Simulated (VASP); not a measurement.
# Mg (P6_3/mmc) in VASP: a series of runs

The runs below take Mg through single point, with LDA.

All numbers are computed with VASP 6.6.1; they aren't measurements. Logs are shortened: lines on timing, memory, paths and dates and some standing lists are left out, and cuts for length are marked.

### Step 1. The cell of the first run

It takes space group P6_3/mmc (No. 194, hexagonal). The conventional cell has a = 3.209 Å, b = 3.209 Å, c = 5.158 Å, α = 90.00°, β = 90.00°, γ = 120.00°. Mg (site symmetry -6m2) has 12 Mg at 3.18 to 3.21 Å within 4.2 Å.

### Step 2. Single point, LDA (zz strain of -1 %)

Contents of INCAR:

```
SYSTEM = Mg
PREC = Accurate
ENCUT = 520
EDIFF = 1E-7
ISMEAR = -1
SIGMA = 0.05
LREAL = .False.
LASPH = .True.
NELM = 60
ALGO = Normal
ISIF = 2
LWAVE = .False.
LCHARG = .True.
GGA = CA
LELF = .True.
LVHAR = .True.
NBANDS = 9
```

Contents of KPOINTS:

```
regular mesh
0
Gamma
  12 12 7
  0 0 0
```

Contents of POSCAR:

```
Mg
1.0
    3.2092715325      0.0000000000      0.0000000000
   -1.6046357662      2.7793106748      0.0000000000
    0.0000000000      0.0000000000      5.1582267000
Mg
2
Direct
    0.3333333333      0.6666666667      0.2500000000
    0.6666666667      0.3333333333      0.7500000000
```

Potentials or basis: VASP PAW LDA potentials, release 64 (Mg).

Launch:

```
cat potpaw_LDA.64/Mg/POTCAR > POTCAR
mpirun -np 1 vasp_std > vasp.out
```

OUTCAR:

```text
SYSTEM = Mg
   PREC = Accurate
   ENCUT = 520
   EDIFF = 1E-7
   ISMEAR = -1
   LREAL = .False.
   LASPH = .True.
   NELM = 60
   ISIF = 2
   GGA = CA

 ion  position               nearest neighbor table
   1  0.333  0.667  0.250-   2 3.18   2 3.18   2 3.18   2 3.18   2 3.18   2 3.18
   2  0.667  0.333  0.750-   1 3.18   1 3.18   1 3.18   1 3.18   1 3.18   1 3.18

  LATTYP: Found a hexagonal cell.
 ALAT       =     3.2092715325
 C/A-ratio  =     1.6072889588

  Lattice vectors:

 A1 = (   3.2092715325,   0.0000000000,   0.0000000000)
 A2 = (  -1.6046357662,   2.7793106748,   0.0000000000)
 A3 = (   0.0000000000,   0.0000000000,   5.1582267000)

Analysis of symmetry for initial positions (statically):
[... 35 lines left out ...]
                                     Primitive cell

  volume of cell :      46.0091

  direct lattice vectors                    reciprocal lattice vectors
     3.209271532  0.000000000  0.000000000     0.311597193  0.179900723  0.000000000
    -1.604635766  2.779310675  0.000000000     0.000000000  0.359801446  0.000000000
     0.000000000  0.000000000  5.158226700     0.000000000  0.000000000  0.193865074

  length of vectors
     3.209271532  3.209271532  5.158226700     0.359801446  0.359801446  0.193865074

  position of ions in fractional coordinates (direct lattice)
     0.333333333  0.666666667  0.250000000
     0.666666667  0.333333333  0.750000000

  ion indices of the primitive-cell ions
   primitive index   ion index
                 1           1
                 2           2

----------------------------------------------------------------------------------------

 KPOINTS: regular mesh

Automatic generation of k-mesh.
 Grid dimensions read from file:
 generate k-points for:   12   12    7

 Generating k-lattice:

  Cartesian coordinates                     Fractional coordinates (reciprocal lattice)
     0.025966433  0.014991727  0.000000000     0.083333333 -0.000000000  0.000000000
     0.000000000  0.029983454  0.000000000     0.000000000  0.083333333  0.000000000
     0.000000000  0.000000000  0.027695011     0.000000000  0.000000000  0.142857143

  Length of vectors
     0.029983454  0.029983454  0.027695011

  Shift w.r.t. Gamma in fractional coordinates (k-lattice)
     0.000000000  0.000000000  0.000000000

 Subroutine IBZKPT returns following result:
 ===========================================

 Found     76 irreducible k-points:
[... 41 lines left out ...]
   LNONCOLLINEAR =      F non collinear calculations
   LSORBIT =      F    spin-orbit coupling
   LASPH  =      T    aspherical Exc in radial PAW
   ENCUT  =  520.0 eV  38.22 Ry    6.18 a.u.   5.97  5.97  9.59*2*pi/ulx,y,z
   NELM   =     60;   NELMIN=  2; NELMDL= -5     # of ELM steps
   EDIFF  = 0.1E-06   stopping-criterion for ELM
   LREAL  =      F    real-space projection
   EDIFFG = 0.1E-05   stopping-criterion for IOM
   NSW    =      0    number of steps for IOM
   IBRION =     -1    ionic relax: 0-MD 1-quasi-New 2-CG
   NFREE  =      0    steps in history (QN), initial steepest desc. (CG)
   ISIF   =      2    stress and relaxation
   ISYM   =      2    0-nonsym 1-usesym 2-fastsym
   POTIM  = 0.5000    time-step for ionic-motion
   TEBEG  =    0.0;   TEEND  =   0.0 temperature during run
   PSTRESS=    0.0 pullay stress
   NELECT =       4.0000    total number of electrons
   NUPDOWN=      -1.0000    fix difference up-down
   EMIN   =  10.00;   EMAX   =-10.00  energy-range for DOS
   EFERMI =   0.00;   METHOD = LEGACY
   ISMEAR =    -1;   SIGMA  =   0.05  broadening in eV -4-tet -1-fermi 0-gaus
   EFERMI_NEDOS =   21; number of points for ismear=-14 and -15
   IALGO  =     38    algorithm
   IMIX   =      4    mixing-type and parameters
     AMIX     =   0.40;   BMIX     =  1.00
     AMIX_MAG =   1.60;   BMIX_MAG =  1.00
  volume/ion in A,a.u.               =      23.00       155.24
  Fermi-wavevector in a.u.,A,eV,Ry     =   0.725237  1.370500  7.156246  0.525969
  Thomas-Fermi vector in A             =   1.815909
   LORBIT       =      0    0 simple, 1 ext, 2 COOP (PROOUT), +10 PAW based schemes
   GGA     = CA    functional components
   LHFCALC =     F    Hartree Fock is set to
   AEXX    =    0.0000 exact exchange contribution
   IVDW    =     0    specifies the selected vdW correction
   LEPSILON=     F    determine dielectric tensor
   LRPA    =     F    only Hartree local field effects (RPA)
 non-spin polarized calculation
  energy-cutoff  :      520.00
  volume of cell :       46.01
 maximum number of plane-waves:      1257
 NGX is ok and might be reduce to    24
   NGX = 11   NGY = 11   NGZ = 19

 number of electron       4.0000000 magnetization

 Free energy of the ion-electron system (eV)
  ---------------------------------------------------
  ext. energy  EPLUGINS =         0.00000000
  ---------------------------------------------------
  free energy    TOTEN  =        -3.59908653 eV

  energy without entropy =       -3.59205428  energy(sigma->0) =       -3.59557040

 E-fermi :   2.3990     XC(G=0):  -8.6729

 val. band max:        2.3493928460   @ k =   0.3333   0.1667   0.1429
 cond. band min:       2.4266988272   @ k =   0.2500  -0.0000   0.0000
 fundamental gap:      0.0773059812
 Fermi energy:         2.3989620611

 k-point     1 :       0.0000    0.0000    0.0000
  band No.  band energies     occupation
      1      -4.4516      2.00000
      2       0.8640      2.00000
      3       1.2758      2.00000
      4      13.2389      0.00000
      5      13.2389      0.00000
      6      13.2489      0.00000
      7      13.2489      0.00000
      8      14.3200      0.00000
      9      15.7017      0.00000
[... 265 lines left out ...]
 k-point    24 :       0.3333   -0.0000    0.1429
  band No.  band energies     occupation
      1      -2.1955      2.00000
      2       1.6475      2.00000
      3       3.8844      0.00000
      4       4.9614      0.00000
      5       7.6915      0.00000
      6       9.7077      0.00000
      7      10.0461      0.00000
      8      11.6609      0.00000
      9      13.0988      0.00000

 [... further k-points ...]
[... 5 lines left out ...]
  --------------------------------------------------------------------------------------
  -------------------------------------------------------------------------------------
  Total       -0.6892131     -0.6892131     -0.8052922     -0.0000000     -0.0000000      0.0000000
  in kB      -24.0004909    -24.0004909    -28.0427186     -0.0000000     -0.0000000      0.0000000
  external PRESSURE =     -25.3479002 kB  Pullay stress =       0.0000000 kB

 VOLUME and BASIS-vectors are now :
 -----------------------------------------------------------------------------
  energy-cutoff  :      520.00
  volume of cell :       46.01
      direct lattice vectors                 reciprocal lattice vectors
     3.209271532  0.000000000  0.000000000     0.311597193  0.179900723  0.000000000
    -1.604635766  2.779310675  0.000000000     0.000000000  0.359801446  0.000000000
     0.000000000  0.000000000  5.158226700     0.000000000  0.000000000  0.193865074

 POSITION                                       TOTAL-FORCE (eV/Angst)
 -----------------------------------------------------------------------------------
     -0.00000      1.85287      1.28956        -0.000000      0.000000      0.000000
      1.60464      0.92644      3.86867         0.000000      0.000000      0.000000
 -----------------------------------------------------------------------------------
    total drift:                                0.000000     -0.000000      0.000000

  FREE ENERGIE OF THE ION-ELECTRON SYSTEM (eV)
  ---------------------------------------------------
  free  energy   TOTEN  =        -3.5990865261 eV

  energy  without entropy=       -3.5920542778  energy(sigma->0) =       -3.59557040
```

OSZICAR:

```text
N       E                     dE             d eps       ncg     rms          rms(c)
DAV:   1    -0.925430518631E+00   -0.92543E+00   -0.13551E+03  1368   0.322E+02
DAV:   2    -0.358499509097E+01   -0.26596E+01   -0.25937E+01  1785   0.264E+01
DAV:   3    -0.361979011550E+01   -0.34795E-01   -0.34679E-01  1836   0.262E+00
DAV:   4    -0.361987601166E+01   -0.85896E-04   -0.85892E-04  1667   0.127E-01
DAV:   5    -0.361987634338E+01   -0.33172E-06   -0.33142E-06  1726   0.776E-03    0.949E-01
DAV:   6    -0.360836601389E+01    0.11510E-01   -0.76402E-04  1568   0.152E-01    0.603E-01
DAV:   7    -0.359909455628E+01    0.92715E-02   -0.26304E-03  1456   0.277E-01    0.312E-02
DAV:   8    -0.359908766048E+01    0.68958E-05   -0.17288E-05  1973   0.214E-02    0.673E-03
DAV:   9    -0.359908652821E+01    0.11323E-05   -0.61124E-07  1577   0.348E-03    0.600E-04
DAV:  10    -0.359908652608E+01    0.21265E-08   -0.24936E-09  1021   0.315E-04
   1 F= -.35990865E+01 E0= -.35955704E+01  d E =-.703225E-02
```

It took 6.7 s on 1 thread of Intel Xeon 6975P-C (Granite Rapids), shared host; peak memory 0.15 GiB.

Results:

| Item | Value |
| --- | --- |
| Free energy | -3.5991 eV |
| Pressure | -2.5 GPa |
| Band gap on the k mesh | zero (band 2 reaches 3.44 eV, above the bottom of band 3 at 1.28 eV) |

Levels at points of the mesh, in eV from the Fermi level:
| k point | band 1 | band 2 | band 3 | band 4 | band 5 | band 6 | band 7 |
| --- | --- | --- | --- | --- | --- | --- | --- |
| (0.00, 0.00, 0.00) | -6.85 | -1.53 | -1.12 | 10.84 | 10.84 | 10.85 | 10.85 |
| (0.50, 0.00, 0.00) | -2.12 | -2.08 | 2.72 | 3.15 | 3.36 | 3.76 | 6.76 |

Caveat: the cell differs from its parent crystal (zz strain of -1 %).

### Step 3. Single point, LDA (equal xx and yy strain of -1 %)

Contents of INCAR:

```
  ALGO = Normal
  EDIFF = 1E-7
  ENCUT = 520
  GGA = CA
  ISIF = 2
  ISMEAR = -1
  LASPH = T
  LCHARG = T
  LELF = T
  LREAL = F
  LVHAR = T
  LWAVE = F
  NBANDS = 9
  NELM = 80
  PREC = Accurate
  SIGMA = 0.05
```

Contents of KPOINTS:

```
k-points
0
Gamma
  12 12 7
```

Contents of POSCAR:

```
Mg
1.0
    3.1771788172      0.0000000000      0.0000000000
   -1.5885894085      2.7515175680      0.0000000000
    0.0000000000      0.0000000000      5.2103300000
Mg
2
Direct
    0.3333333333      0.6666666667      0.2500000000
    0.6666666667      0.3333333333      0.7500000000
```

Potentials or basis: VASP PAW LDA potentials, release 64 (Mg).

Launch:

```
cat potpaw_LDA.64/Mg/POTCAR > POTCAR
mpirun -np 1 vasp_std > vasp.out
```

Run time: 6.6 s. Hardware: 1 thread of Intel Xeon 6975P-C (Granite Rapids), shared host; peak memory 0.15 GiB.

Results (log left out):

| Item | Value |
| --- | --- |
| Free energy | -3.6024 eV |
| Pressure | -2.2 GPa |
| Band gap on the k mesh | zero (band 2 reaches 3.54 eV, above the bottom of band 3 at 1.14 eV) |

Stress tensor (GPa, compression positive):
```
-1.71  0.00  0.00
 0.00 -1.71  0.00
 0.00  0.00 -3.24
```

Levels at points of the mesh, in eV from the Fermi level:
```
           k point  band 1  band 2  band 3  band 4  band 5  band 6  band 7
(0.00, 0.00, 0.00)   -6.91   -1.67   -1.33   11.09   11.09   11.17   11.17
(0.50, 0.00, 0.00)   -2.07   -2.06    2.70    3.09    3.23    3.68    6.99
```

Caveat: the cell differs from its parent crystal (equal xx and yy strain of -1 %).

### Step 4. Single point, LDA (zz strain of +1 %)

Contents of INCAR:

```
SYSTEM = Mg
ALGO = Normal ; EDIFF = 1E-6
ENCUT = 520 ; GGA = CA
ISIF = 2 ; ISMEAR = -1
LASPH = .True. ; LCHARG = .False.
LREAL = .False. ; LWAVE = .False.
NBANDS = 9 ; NELM = 60
PREC = Accurate ; SIGMA = 0.05
```

Contents of KPOINTS:

```
k-points
0
Gamma
  12 12 7
  0 0 0
```

Contents of POSCAR:

```
Mg
1.0
    3.2092715325      0.0000000000      0.0000000000
   -1.6046357662      2.7793106748      0.0000000000
    0.0000000000      0.0000000000      5.2624333000
Mg
2
Direct
    0.3333333333      0.6666666667      0.2500000000
    0.6666666667      0.3333333333      0.7500000000
```

Launch:

```
cat potpaw_LDA.64/Mg/POTCAR > POTCAR
mpirun -np 1 vasp_std > vasp.out
```

Wall time 6.2 s (1 thread of Intel Xeon 6975P-C (Granite Rapids), shared host); peak memory 0.15 GiB.

It converged, with:

* Free energy: -3.5792 eV
* Pressure: -3.1 GPa
* Band gap on the k mesh: zero (band 2 reaches 3.38 eV, above the bottom of band 3 at 0.98 eV)

Stress tensor (GPa, compression positive):
```
-2.62  0.00  0.00
 0.00 -2.62  0.00
 0.00  0.00 -4.08
```

Levels at points of the mesh, in eV from the Fermi level:
```tsv
k point	band 1	band 2	band 3	band 4	band 5	band 6	band 7
(0.00, 0.00, 0.00)	-6.79	-1.62	-1.34	10.91	10.91	10.93	10.93
(0.50, 0.00, 0.00)	-2.06	-2.02	2.65	3.08	3.14	3.58	6.83
```

Caveat: the cell differs from its parent crystal (zz strain of +1 %).

### Step 5. Single point, LDA (volume scaled by 1.02)

Contents of INCAR:

```
SYSTEM = Mg
PREC = Accurate ; ENCUT = 520
EDIFF = 1E-7 ; ISMEAR = -1
SIGMA = 0.05 ; LREAL = .False.
LASPH = .True. ; NELM = 60
ALGO = Normal ; ISIF = 2
LWAVE = .False. ; LCHARG = .False.
GGA = CA ; NBANDS = 9
```

Contents of KPOINTS:

```
Automatic mesh
0
Gamma
  12 12 7
  0 0 0
```

Contents of POSCAR:

```
Mg
1.0
    3.2305256058      0.0000000000      0.0000000000
   -1.6152628028      2.7977172422      0.0000000000
    0.0000000000      0.0000000000      5.2448365023
Mg
2
Direct
    0.3333333333      0.6666666667      0.2500000000
    0.6666666667      0.3333333333      0.7500000000
```

Launch:

```
cat potpaw_LDA.64/Mg/POTCAR > POTCAR
mpirun -np 1 vasp_std > vasp.out
```

Run time: 6.5 s. Hardware: 1 thread of Intel Xeon 6975P-C (Granite Rapids), shared host; peak memory 0.15 GiB.

Results (log left out):

```
Free energy            : -3.5721 eV
Pressure               : -3.4 GPa
Band gap on the k mesh : zero (band 2 reaches 3.31 eV, above the bottom of band 3 at 1.03 eV)
```

Stress tensor (GPa, compression positive):
```
-3.09  0.00  0.00
 0.00 -3.09  0.00
 0.00  0.00 -3.95
```

Levels at points of the mesh, in eV from the Fermi level:
```csv
k point,band 1,band 2,band 3,band 4,band 5
"(0.00, 0.00, 0.00)",-6.74,-1.55,-1.23,10.74,10.74
"(0.50, 0.00, 0.00)",-2.07,-2.01,2.66,3.10,3.19
```

### Step 6. Single point, LDA (zz strain of +2 %)

Contents of INCAR:

```
SYSTEM = Mg
ALGO = Normal
EDIFF = 1E-6
ENCUT = 520
GGA = CA
ISIF = 2
ISMEAR = -1
LASPH = .True.
LCHARG = .False.
LREAL = .False.
LWAVE = .False.
NBANDS = 9
NELM = 80
PREC = Accurate
SIGMA = 0.05
```

Contents of KPOINTS:

```
k-points
0
Gamma
  12 12 7
  0 0 0
```

Contents of POSCAR:

```
Mg
1.0
    3.2092715325      0.0000000000      0.0000000000
   -1.6046357662      2.7793106748      0.0000000000
    0.0000000000      0.0000000000      5.3145366000
Mg
2
Direct
    0.3333333333      0.6666666667      0.2500000000
    0.6666666667      0.3333333333      0.7500000000
```

Potentials or basis: VASP PAW LDA potentials, release 64 (Mg).

Launch:

```
cat potpaw_LDA.64/Mg/POTCAR > POTCAR
mpirun -np 1 vasp_std > vasp.out
```

Wall time 6 s (1 thread of Intel Xeon 6975P-C (Granite Rapids), shared host); peak memory 0.15 GiB.

It converged, with:

```yaml
Free_energy: -3.5665 eV
Pressure: -3.4 GPa
Band_gap_on_the_k_mesh: zero (band 2 reaches 3.35 eV, above the bottom of band 3 at 0.84 eV)
```

Stress tensor (GPa, compression positive):
```
-2.73  0.00  0.00
 0.00 -2.73  0.00
 0.00  0.00 -4.63
```

Levels at points of the mesh, in eV from the Fermi level:
| k point | band 1 | band 2 | band 3 | band 4 | band 5 | band 6 | band 7 |
| --- | --- | --- | --- | --- | --- | --- | --- |
| (0.00, 0.00, 0.00) | -6.76 | -1.67 | -1.44 | 10.94 | 10.94 | 10.96 | 10.96 |
| (0.50, 0.00, 0.00) | -2.03 | -1.99 | 2.61 | 3.03 | 3.04 | 3.50 | 6.86 |

Caveat: the cell differs from its parent crystal (zz strain of +2 %).

### Step 7. Summary

```csv
cell,gap on the mesh (eV),pressure (GPa)
"a = 3.209, b = 3.209, c = 5.158 Å, angles 90.0, 90.0, 120.0°, 2 atoms",none,-2.5
"a = 3.177, b = 3.177, c = 5.210 Å, angles 90.0, 90.0, 120.0°, 2 atoms",none,-2.2
"a = 3.209, b = 3.209, c = 5.262 Å, angles 90.0, 90.0, 120.0°, 2 atoms",none,-3.1
"a = 3.231, b = 3.231, c = 5.245 Å, angles 90.0, 90.0, 120.0°, 2 atoms",none,-3.4
"a = 3.209, b = 3.209, c = 5.315 Å, angles 90.0, 90.0, 120.0°, 2 atoms",none,-3.4
```

Alike in all rows: task single point; level LDA; potentials or basis VASP PAW LDA potentials, release 64 (Mg); no spin polarisation; k mesh 12 × 12 × 7; cutoff (eV) 520; smearing fermi-dirac 0.05 eV.

Absolute energies hang on the potentials; compare differences alone.
